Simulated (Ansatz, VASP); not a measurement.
## SnO: VASP beside Ansatz

```
Sn O
1.0
     3.98422    0.00000    0.00000
     0.00000    3.98422    0.00000
     0.00000    0.00000    5.06728
Sn O
2 2
Direct
  0.00000 0.50000 0.22874
  0.50000 0.00000 0.77126
  0.00000 0.00000 0.00000
  0.50000 0.50000 0.00000
```

Change from the starting cell: strain +0.030 along x and y, +0.000 along z, atoms carried along.

Alike in both runs: task single point; functional PBE; k mesh 10 × 10 × 8; occupations gaussian, width 0.05 eV; no spin polarisation.

|  | VASP | Ansatz |
| --- | --- | --- |
| version | VASP 6.6.1 | Ansatz 0.2.0 |
| potentials or method | VASP PAW PBE potentials, release 64 (Sn_d, O), cutoff 520 eV | scalar-relativistic, plane waves, PAW |
| valence electrons in the cell | 40 | 40 |

VASP gave:

```
gap on the k mesh at the Fermi level (eV)                     : 0.76
least direct gap on the mesh (eV)                             : 1.87
pressure (GPa)                                                : -4.4
traceless stress, the component that is largest in VASP (GPa) : 1.87
rms of the force components (eV/Å)                            : 0.206
```

Q: What did Ansatz give for the same quantities?

A: gap on the k mesh at the Fermi level (eV): 0.76; least direct gap on the mesh (eV): 1.90; pressure (GPa): -4.5; traceless stress, the component that is largest in VASP (GPa): 1.87; rms of the force components (eV/Å): 0.232.

Atom by atom the forces differ by 0.026 eV/Å (rms over components).
